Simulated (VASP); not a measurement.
# BaTiO3 (P4mm) in VASP: further runs, part 2 of 2

VASP 6.6.1.

## Step 3: Single point, PBE

This run uses another cell than the first one, of 13.34 Å³/atom, 1.028 times its volume.

Contents of INCAR:

```
ALGO = Normal
EDIFF = 1E-6
ENCUT = 520
GGA = PE
ISIF = 2
ISMEAR = -1
LASPH = True
LCHARG = False
LREAL = False
LWAVE = False
NBANDS = 28
NELM = 60
PREC = Accurate
SIGMA = 0.02
```

Contents of KPOINTS:

```
k-points
0
Gamma
  6 6 6
```

Contents of POSCAR:

```
BaTiO3
1.0
    3.9854332033      0.0000000000      0.0000000000
    0.0000000000      3.9854332033      0.0000000000
    0.0000000000      0.0000000000      4.2004793553
Ba Ti O
1 1 3
Direct
    0.5000000000      0.5000000000      0.5912589164
    0.0000000000      0.0000000000      0.1084205195
    0.0000000000      0.5000000000      0.0602530009
    0.5000000000      0.0000000000      0.0602530009
    0.0000000000      0.0000000000      0.5398115523
```

Potentials or basis: VASP PAW PBE potentials, release 64 (Ba_sv, Ti_sv, O).

Run with:

```
$ cat potpaw_PBE.64/Ba_sv/POTCAR potpaw_PBE.64/Ti_sv/POTCAR potpaw_PBE.64/O/POTCAR > POTCAR
$ mpirun -np 1 vasp_std > vasp.out
```

OUTCAR:

```text
EDIFF = 1E-6
   ENCUT = 520
   GGA = PE
   ISIF = 2
   ISMEAR = -1
   LASPH = True
   LREAL = False
   NELM = 60
   PREC = Accurate

 ion  position               nearest neighbor table
   1  0.500  0.500  0.591-   3 2.80   4 2.80   4 2.80   3 2.80   5 2.83   5 2.83   5 2.83   5 2.83
                             3 2.99   4 2.99   3 2.99   4 2.99   2 3.47   2 3.47   2 3.47   2 3.47
   2  0.000  0.000  0.108-   5 1.81   4 2.00   3 2.00   3 2.00   4 2.00   5 2.39   1 3.47   1 3.47
                             1 3.47   1 3.47   1 3.56   1 3.56   1 3.56   1 3.56
   3  0.000  0.500  0.060-   2 2.00   2 2.00   1 2.80   1 2.80   1 2.99   1 2.99
   4  0.500  0.000  0.060-   2 2.00   2 2.00   1 2.80   1 2.80   1 2.99   1 2.99
   5  0.000  0.000  0.540-   2 1.81   2 2.39   1 2.83   1 2.83   1 2.83   1 2.83

  LATTYP: Found a simple tetragonal cell.
 ALAT       =     3.9854332033
 C/A-ratio  =     1.0539580369

  Lattice vectors:

 A1 = (   3.9854332033,   0.0000000000,   0.0000000000)
 A2 = (   0.0000000000,   3.9854332033,   0.0000000000)
 A3 = (   0.0000000000,   0.0000000000,   4.2004793553)

Analysis of symmetry for initial positions (statically):
=====================================================================
 Subroutine PRICEL returns:
 Original cell was already a primitive cell.

 Routine SETGRP: Setting up the symmetry group for a
 simple tetragonal supercell.

 Subroutine GETGRP returns: Found  8 space group operations
 (whereof  8 operations were pure point group operations)
 out of a pool of 16 trial point group operations.

The static configuration has the point symmetry C_4v.

Analysis of symmetry for dynamics (positions and initial velocities):
=====================================================================
 Subroutine PRICEL returns:
 Original cell was already a primitive cell.

 Routine SETGRP: Setting up the symmetry group for a
 simple tetragonal supercell.

 Subroutine GETGRP returns: Found  8 space group operations
 (whereof  8 operations were pure point group operations)
 out of a pool of 16 trial point group operations.

The dynamic configuration has the point symmetry C_4v.

 Subroutine INISYM returns: Found  8 space group operations
 (whereof  8 operations are pure point group operations),
 and found     1 'primitive' translations

----------------------------------------------------------------------------------------

                                     Primitive cell

  volume of cell :      66.7191

  direct lattice vectors                    reciprocal lattice vectors
     3.985433203  0.000000000  0.000000000     0.250913752  0.000000000  0.000000000
     0.000000000  3.985433203  0.000000000     0.000000000  0.250913752  0.000000000
     0.000000000  0.000000000  4.200479355     0.000000000  0.000000000  0.238068067

  length of vectors
     3.985433203  3.985433203  4.200479355     0.250913752  0.250913752  0.238068067

  position of ions in fractional coordinates (direct lattice)
     0.500000000  0.500000000  0.591258916
     0.000000000  0.000000000  0.108420520
     0.000000000  0.500000000  0.060253001
     0.500000000  0.000000000  0.060253001
     0.000000000  0.000000000  0.539811552

[... 31 lines left out ...]

 Found     40 irreducible k-points:

 Following reciprocal coordinates:
            Coordinates               Weight
  0.000000  0.000000  0.000000      1.000000
  0.166667  0.000000  0.000000      4.000000
  0.333333  0.000000  0.000000      4.000000
  0.500000  0.000000  0.000000      2.000000
  0.166667  0.166667  0.000000      4.000000
  0.333333  0.166667  0.000000      8.000000
[... 16 lines left out ...]
  0.333333  0.000000  0.333333      8.000000
  0.500000  0.000000  0.333333      4.000000
 [... further k-points ...]
   k-points           NKPTS =     40   k-points in BZ     NKDIM =     40   number of bands    NBANDS=     28
   number of dos      NEDOS =    301   number of ions     NIONS =      5
   total plane-waves  NPLWV =  28800
   dimension x,y,z NGX =    30 NGY =   30 NGZ =   32
   dimension x,y,z NGXF=    60 NGYF=   60 NGZF=   64
   ions per type =               1   1   3
   NGX,Y,Z   is equivalent  to a cutoff of  12.51, 12.51, 12.66 a.u.
   NGXF,Y,Z  is equivalent  to a cutoff of  25.03, 25.03, 25.33 a.u.
 SYSTEM =  unknown system
   PREC   = accura    normal or accurate (medium, high low for compatibility)
   ISTART =      0    job   : 0-new  1-cont  2-samecut
   ICHARG =      2    charge: 1-file 2-atom 10-const
   ISPIN  =      1    spin polarized calculation?
   LNONCOLLINEAR =      F non collinear calculations
   LSORBIT =      F    spin-orbit coupling
   LASPH  =      T    aspherical Exc in radial PAW
   ENCUT  =  520.0 eV  38.22 Ry    6.18 a.u.   7.41  7.41  7.81*2*pi/ulx,y,z
   NELM   =     60;   NELMIN=  2; NELMDL= -5     # of ELM steps
   EDIFF  = 0.1E-05   stopping-criterion for ELM
   LREAL  =      F    real-space projection
   EDIFFG = 0.1E-04   stopping-criterion for IOM
   NSW    =      0    number of steps for IOM
   IBRION =     -1    ionic relax: 0-MD 1-quasi-New 2-CG
   NFREE  =      0    steps in history (QN), initial steepest desc. (CG)
   ISIF   =      2    stress and relaxation
   ISYM   =      2    0-nonsym 1-usesym 2-fastsym
   POTIM  = 0.5000    time-step for ionic-motion
   TEBEG  =    0.0;   TEEND  =   0.0 temperature during run
   PSTRESS=    0.0 pullay stress
   NELECT =      40.0000    total number of electrons
   NUPDOWN=      -1.0000    fix difference up-down
   EMIN   =  10.00;   EMAX   =-10.00  energy-range for DOS
   EFERMI =   0.00;   METHOD = LEGACY
   ISMEAR =    -1;   SIGMA  =   0.02  broadening in eV -4-tet -1-fermi 0-gaus
   EFERMI_NEDOS =   21; number of points for ismear=-14 and -15
   IALGO  =     38    algorithm
   IMIX   =      4    mixing-type and parameters
     AMIX     =   0.40;   BMIX     =  1.00
     AMIX_MAG =   1.60;   BMIX_MAG =  1.00
  volume/ion in A,a.u.               =      13.34        90.05
  Fermi-wavevector in a.u.,A,eV,Ry     =   1.380421  2.608617 25.926742  1.905562
  Thomas-Fermi vector in A             =   2.505300
   LORBIT       =      0    0 simple, 1 ext, 2 COOP (PROOUT), +10 PAW based schemes
   GGA     = PE    functional components
   LHFCALC =     F    Hartree Fock is set to
   AEXX    =    0.0000 exact exchange contribution
   IVDW    =     0    specifies the selected vdW correction
   LEPSILON=     F    determine dielectric tensor
   LRPA    =     F    only Hartree local field effects (RPA)
 non-spin polarized calculation
  energy-cutoff  :      520.00
  volume of cell :       66.72
 maximum number of plane-waves:      1828
 NGX is ok and might be reduce to    30
   NGX = 15   NGY = 15   NGZ = 15

 number of electron      39.9999982 magnetization

 Free energy of the ion-electron system (eV)
  ---------------------------------------------------
  ext. energy  EPLUGINS =         0.00000000
  ---------------------------------------------------
  free energy    TOTEN  =       -40.04016198 eV

  energy without entropy =      -40.04016198  energy(sigma->0) =      -40.04016198

 E-fermi :   4.2783     XC(G=0): -11.0245

 val. band max:        3.7476795086   @ k =   0.5000   0.5000   0.5000
 cond. band min:       5.5355916495   @ k =   0.0000   0.0000   0.0000
 fundamental gap:      1.7879121409
 Fermi energy:         4.2782767986

 k-point     1 :       0.0000    0.0000    0.0000
  band No.  band energies     occupation
      1     -52.9040      2.00000
      2     -29.2400      2.00000
      3     -29.1013      2.00000
      4     -29.1013      2.00000
      5     -21.4418      2.00000
      6     -13.2688      2.00000
[... 733 lines left out ...]
     27      11.3640      0.00000
     28      12.6939      0.00000

 [... further k-points ...]

------------------------ aborting loop because EDIFF is reached ----------------------------------------

  FORCE on cell =-STRESS in cart. coord.  units (eV):
  Direction    XX          YY          ZZ          XY          YZ          ZX
  --------------------------------------------------------------------------------------
  -------------------------------------------------------------------------------------
  Total        0.6609917      0.6609917      0.6926480      0.0000000      0.0000000      0.0000000
  in kB       15.8729147     15.8729147     16.6331019      0.0000000      0.0000000      0.0000000
  external PRESSURE =      16.1263104 kB  Pullay stress =       0.0000000 kB

 VOLUME and BASIS-vectors are now :
 -----------------------------------------------------------------------------
  energy-cutoff  :      520.00
  volume of cell :       66.72
      direct lattice vectors                 reciprocal lattice vectors
     3.985433203  0.000000000  0.000000000     0.250913752  0.000000000  0.000000000
     0.000000000  3.985433203  0.000000000     0.000000000  0.250913752  0.000000000
     0.000000000  0.000000000  4.200479355     0.000000000  0.000000000  0.238068067

 POSITION                                       TOTAL-FORCE (eV/Angst)
 -----------------------------------------------------------------------------------
      1.99272      1.99272      2.48357         0.000000      0.000000     -0.050061
      0.00000      0.00000      0.45542         0.000000     -0.000000     -0.081225
      0.00000      1.99272      0.25309         0.000000     -0.000000      0.024272
      1.99272      0.00000      0.25309         0.000000     -0.000000      0.024272
      0.00000      0.00000      2.26747         0.000000     -0.000000      0.082742
 -----------------------------------------------------------------------------------
    total drift:                                0.000000     -0.000000     -0.000122

  FREE ENERGIE OF THE ION-ELECTRON SYSTEM (eV)
  ---------------------------------------------------
  free  energy   TOTEN  =       -40.0401619797 eV

  energy  without entropy=      -40.0401619797  energy(sigma->0) =      -40.04016198
```

It took 30 s on 1 thread of Intel Xeon 6975P-C (Granite Rapids), shared host; peak memory 0.22 GiB.

What came out:

```
Free energy            : -40.0402 eV
Pressure               : 1.6 GPa
Largest force          : 0.083 eV/Å
Band gap on the k mesh : 1.79 eV, indirect (least direct gap 2.35 eV)
```

Forces on the atoms (eV/Å):
```
Ba   0.000  0.000 -0.050
Ti   0.000  0.000 -0.081
O    0.000  0.000  0.024
O    0.000  0.000  0.024
O    0.000  0.000  0.083
```

Caveat: spin-orbit coupling is left out, which moves the levels of the heavy elements.

## Step 4: Single point, r2SCAN

Contents of POSCAR:

```
BaTiO3
1.0
    3.9720350377      0.0000000000      0.0000000000
    0.0000000000      3.9720350377      0.0000000000
    0.0000000000      0.0000000000      4.1130046808
Ba Ti O
1 1 3
Direct
    0.5000000000      0.5000000000      0.5850405720
    0.0000000000      0.0000000000      0.1031610780
    0.0000000000      0.5000000000      0.0629129854
    0.5000000000      0.0000000000      0.0629129854
    0.0000000000      0.0000000000      0.5459693693
```

Contents of INCAR.step1:

```
SYSTEM = BaTiO3
PREC = Accurate
ENCUT = 520
ISMEAR = -1
SIGMA = 0.02
LREAL = .FALSE.
LASPH = .TRUE.
NELM = 60
NBANDS = 28
GGA = PE
ALGO = Normal
EDIFF = 1E-4
LWAVE = .TRUE.
LCHARG = .FALSE.
```

Contents of INCAR.step2:

```
SYSTEM = BaTiO3
PREC = Accurate
ENCUT = 520
EDIFF = 1E-6
ISMEAR = -1
SIGMA = 0.02
LREAL = .FALSE.
LASPH = .TRUE.
NELM = 60
ALGO = Normal
ISIF = 2
LWAVE = .FALSE.
LCHARG = .FALSE.
METAGGA = R2SCAN
LMIXTAU = .TRUE.
NBANDS = 28
ISTART = 1
```

Contents of KPOINTS:

```
regular mesh
0
G
  6 6 6
  0 0 0
```

Potentials or basis: VASP PAW PBE potentials, release 64 (Ba_sv, Ti_sv, O).

Run with:

```
$ cat potpaw_PBE.64/Ba_sv/POTCAR potpaw_PBE.64/Ti_sv/POTCAR potpaw_PBE.64/O/POTCAR > POTCAR
$ cp INCAR.step1 INCAR
$ mpirun -np 1 vasp_std > vasp.out
$ cp INCAR.step2 INCAR
$ mpirun -np 1 vasp_std > vasp.out
```

OUTCAR:

```text
SYSTEM = BaTiO3
   PREC = Accurate
   ENCUT = 520
   EDIFF = 1E-6
   ISMEAR = -1
   LREAL = .FALSE.
   LASPH = .TRUE.
   NELM = 60
   ISIF = 2
   METAGGA = R2SCAN
   ISTART = 1

 ion  position               nearest neighbor table
   1  0.500  0.500  0.585-   3 2.79   4 2.79   4 2.79   3 2.79   5 2.81   5 2.81   5 2.81   5 2.81
                             3 2.93   4 2.93   3 2.93   4 2.93   2 3.44   2 3.44   2 3.44   2 3.44
   2  0.000  0.000  0.103-   5 1.82   4 1.99   3 1.99   3 1.99   4 1.99   5 2.29   1 3.44   1 3.44
                             1 3.44   1 3.44   1 3.53   1 3.53   1 3.53   1 3.53
   3  0.000  0.500  0.063-   2 1.99   2 1.99   1 2.79   1 2.79   1 2.93   1 2.93
   4  0.500  0.000  0.063-   2 1.99   2 1.99   1 2.79   1 2.79   1 2.93   1 2.93
   5  0.000  0.000  0.546-   2 1.82   2 2.29   1 2.81   1 2.81   1 2.81   1 2.81

  LATTYP: Found a simple tetragonal cell.
 ALAT       =     3.9720350377
 C/A-ratio  =     1.0354905336

  Lattice vectors:

 A1 = (   3.9720350377,   0.0000000000,   0.0000000000)
 A2 = (   0.0000000000,   3.9720350377,   0.0000000000)
 A3 = (   0.0000000000,   0.0000000000,   4.1130046808)

Analysis of symmetry for initial positions (statically):
=====================================================================
 Subroutine PRICEL returns:
 Original cell was already a primitive cell.

 Routine SETGRP: Setting up the symmetry group for a
 simple tetragonal supercell.

 Subroutine GETGRP returns: Found  8 space group operations
 (whereof  8 operations were pure point group operations)
 out of a pool of 16 trial point group operations.

The static configuration has the point symmetry C_4v.

Analysis of symmetry for dynamics (positions and initial velocities):
=====================================================================
 Subroutine PRICEL returns:
 Original cell was already a primitive cell.

 Routine SETGRP: Setting up the symmetry group for a
[... 131 lines left out ...]
     AMIX     =   0.40;   BMIX     =  1.00
     AMIX_MAG =   1.60;   BMIX_MAG =  1.00
  volume/ion in A,a.u.               =      12.98        87.58
  Fermi-wavevector in a.u.,A,eV,Ry     =   1.393263  2.632885 26.411375  1.941181
  Thomas-Fermi vector in A             =   2.516926
   LORBIT       =      0    0 simple, 1 ext, 2 COOP (PROOUT), +10 PAW based schemes
   METAGGA = R2SCAN    functional components
   LHFCALC =     F    Hartree Fock is set to
   AEXX    =    0.0000 exact exchange contribution
   IVDW    =     0    specifies the selected vdW correction
   LEPSILON=     F    determine dielectric tensor
   LRPA    =     F    only Hartree local field effects (RPA)
 non-spin polarized calculation
  energy-cutoff  :      520.00
  volume of cell :       64.89
 maximum number of plane-waves:      1779
 NGX is ok and might be reduce to    30
   NGX = 15   NGY = 15   NGZ = 15

 number of electron      39.9999987 magnetization

 Free energy of the ion-electron system (eV)
  ---------------------------------------------------
  ext. energy  EPLUGINS =         0.00000000
  ---------------------------------------------------
  free energy    TOTEN  =       -74.25933963 eV

  energy without entropy =      -74.25933963  energy(sigma->0) =      -74.25933963

 E-fermi :   4.1950     XC(G=0): -11.8328

 val. band max:        3.5997021406   @ k =   0.5000   0.5000   0.5000
 cond. band min:       5.8103696892   @ k =   0.0000   0.0000   0.0000
 fundamental gap:      2.2106675486
 Fermi energy:         4.1949828040

 k-point     1 :       0.0000    0.0000    0.0000
  band No.  band energies     occupation
      1     -55.2027      2.00000
      2     -30.4717      2.00000
      3     -30.3568      2.00000
      4     -30.3568      2.00000
      5     -22.1098      2.00000
      6     -14.3949      2.00000
[... 733 lines left out ...]
     27      12.1670      0.00000
     28      13.4663      0.00000

 [... further k-points ...]

------------------------ aborting loop because EDIFF is reached ----------------------------------------

  FORCE on cell =-STRESS in cart. coord.  units (eV):
  Direction    XX          YY          ZZ          XY          YZ          ZX
  --------------------------------------------------------------------------------------
  -------------------------------------------------------------------------------------
  Total        0.7640609      0.7640609      0.8306084      0.0000000      0.0000000      0.0000000
  in kB       18.8648446     18.8648446     20.5079168      0.0000000      0.0000000      0.0000000
  external PRESSURE =      19.4125353 kB  Pullay stress =       0.0000000 kB

 VOLUME and BASIS-vectors are now :
 -----------------------------------------------------------------------------
  energy-cutoff  :      520.00
  volume of cell :       64.89
      direct lattice vectors                 reciprocal lattice vectors
     3.972035038  0.000000000  0.000000000     0.251760116  0.000000000  0.000000000
     0.000000000  3.972035038  0.000000000     0.000000000  0.251760116  0.000000000
     0.000000000  0.000000000  4.113004681     0.000000000  0.000000000  0.243131257

 POSITION                                       TOTAL-FORCE (eV/Angst)
 -----------------------------------------------------------------------------------
      1.98602      1.98602      2.40627         0.000000     -0.000000     -0.030038
      0.00000      0.00000      0.42430         0.000000      0.000000     -0.166636
      0.00000      1.98602      0.25876         0.000000      0.000000      0.017677
      1.98602      0.00000      0.25876         0.000000      0.000000      0.017677
      0.00000      0.00000      2.24557        -0.000000      0.000000      0.161320
 -----------------------------------------------------------------------------------
    total drift:                                0.000000      0.000000      0.011009

  FREE ENERGIE OF THE ION-ELECTRON SYSTEM (eV)
  ---------------------------------------------------
  free  energy   TOTEN  =       -74.2593396269 eV

  energy  without entropy=      -74.2593396269  energy(sigma->0) =      -74.25933963
```

Run time: 1.7 min. Hardware: 1 thread of Intel Xeon 6975P-C (Granite Rapids), shared host; peak memory 0.22 GiB.

Results:

```yaml
Free_energy: -74.2593 eV
Pressure: 1.9 GPa
Largest_force: 0.167 eV/Å
Band_gap_on_the_k_mesh: 2.21 eV, indirect (least direct gap 2.71 eV)
```

Forces in eV/Å, atoms in the order of the input:
```
Ba   0.000  0.000 -0.030
Ti   0.000  0.000 -0.167
O    0.000  0.000  0.018
O    0.000  0.000  0.018
O    0.000  0.000  0.161
```

Stress tensor (GPa, compression positive):
```
1.89 0.00 0.00
0.00 1.89 0.00
0.00 0.00 2.05
```

Levels at points of the mesh, in eV from the valence-band top:
| k point | band 17 | band 18 | band 19 | band 20 | band 21 | band 22 | band 23 | band 24 |
| --- | --- | --- | --- | --- | --- | --- | --- | --- |
| (0.00, 0.00, 0.00) | -1.32 | -0.73 | -0.50 | -0.50 | 2.21 | 2.69 | 2.69 | 4.38 |
| (0.50, 0.00, 0.00) | -1.95 | -1.72 | -1.41 | -1.22 | 2.79 | 3.90 | 3.98 | 4.46 |
| (0.50, 0.50, 0.00) | -2.02 | -1.13 | -1.13 | -0.07 | 4.01 | 4.01 | 4.39 | 4.77 |
| (0.00, 0.00, 0.50) | -2.05 | -2.03 | -0.76 | -0.76 | 2.35 | 3.91 | 3.91 | 4.37 |
| (0.50, 0.00, 0.50) | -1.87 | -1.10 | -1.04 | -0.42 | 3.92 | 3.94 | 4.25 | 5.25 |
| (0.50, 0.50, 0.50) | -2.60 | -0.34 | -0.34 | 0.00 | 4.50 | 4.50 | 4.59 | 6.83 |

Caveat: the PAW data sets were made with another functional, which shifts forces and pressure a little; spin-orbit coupling is left out, which moves the levels of the heavy elements. r2SCAN opens gaps a little over a GGA but as a rule still falls short of measured ones.

## Step 5: Overview

| level | cell | gap on the mesh (eV) | pressure (GPa) | largest force (eV/Å) |
| --- | --- | --- | --- | --- |
| PBE | a = 3.972, b = 3.972, c = 4.113 Å, 5 atoms | 1.81 | 4.9 | 0.20 |
| PBE | a = 3.985, b = 3.985, c = 4.200 Å, 5 atoms | 1.79 | 1.6 | 0.08 |
| r2SCAN | a = 3.972, b = 3.972, c = 4.113 Å, 5 atoms | 2.21 | 1.9 | 0.17 |

Alike in all rows: task single point; potentials or basis VASP PAW PBE potentials, release 64 (Ba_sv, Ti_sv, O); no spin polarisation; k mesh 6 × 6 × 6; cutoff (eV) 520; smearing fermi-dirac 0.02 eV.

Caveats: spin-orbit coupling is left out, which moves the levels of the heavy elements; the PAW data sets were made with another functional, which shifts forces and pressure a little (some runs).

Total energies depend on the potentials used, so only differences within one code and one set of settings carry meaning.
